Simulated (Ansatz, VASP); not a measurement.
## KF in VASP and in Ansatz

The input INCAR:

```
  PREC = Accurate
  ENCUT = 520
  EDIFF = 1E-6
  ISMEAR = 0
  SIGMA = 0.05
  LREAL = F
  LASPH = T
  NELM = 100
  ALGO = Normal
  ISIF = 2
  LWAVE = F
  LCHARG = F
  NBANDS = 15
```

The input KPOINTS:

```
regular mesh
0
Gamma
  8 8 8
```

File POSCAR:

```
KF
1.0
    3.1611863500      0.0000000000      0.0000000000
    0.0000000000      3.1611863500      0.0000000000
    0.0000000000      0.0000000000      3.3567236500
K F
1 1
Direct
    0.0000000000      0.0000000000      0.0000000000
    0.5000000000      0.5000000000      0.5000000000
```

Input for Ansatz:

```yaml
crystal:
  lattice:
    - [3.16118635, 0.0, 0.0]
    - [0.0, 3.16118635, 0.0]
    - [0.0, 0.0, 3.35672365]
  atoms:
    - { symbol: K, position: [0.0, 0.0, 0.0] }
    - { symbol: F, position: [0.5, 0.5, 0.5] }
basis:
  ecutwfc: 420
kpoints:
  mp_grid: { grid: [8, 8, 8] }
hamiltonian:
  xc: lda
scf:
  occupations: { method: gaussian, width: 0.05 }
output:
  forces: true
  stress: true
  eigenvalues: true
  write_density: true
  write_potential: true
  elf: true
  volumetric_format: npy
```

Change from the starting cell: strain -0.030 along x and y, +0.030 along z, atoms carried along.

Alike in both runs: task single point; functional LDA; k mesh 8 × 8 × 8; occupations gaussian, width 0.05 eV; no spin polarisation.

|  | VASP | Ansatz |
| --- | --- | --- |
| version | VASP 6.6.1 | Ansatz 0.2.0 |
| potentials or method | VASP PAW LDA potentials, release 64 (K_sv, F), cutoff 520 eV | scalar-relativistic, plane waves, PAW |
| valence electrons in the cell | 16 | 16 |

Ansatz gave:

| Item | Value |
| --- | --- |
| gap on the k mesh at the Fermi level (eV) | 6.04 |
| least direct gap on the mesh (eV) | 6.09 |
| pressure (GPa) | -5.0 |
| traceless stress, the component that is largest in VASP (GPa) | -3.45 |

Estimate VASP's values.

gap on the k mesh at the Fermi level (eV): 6.02; least direct gap on the mesh (eV): 6.07; pressure (GPa): -4.9; traceless stress, the component that is largest in VASP (GPa): -3.45.

LDA's correlation is that of Perdew and Zunger in VASP and of Perdew and Wang (1992) in Ansatz.
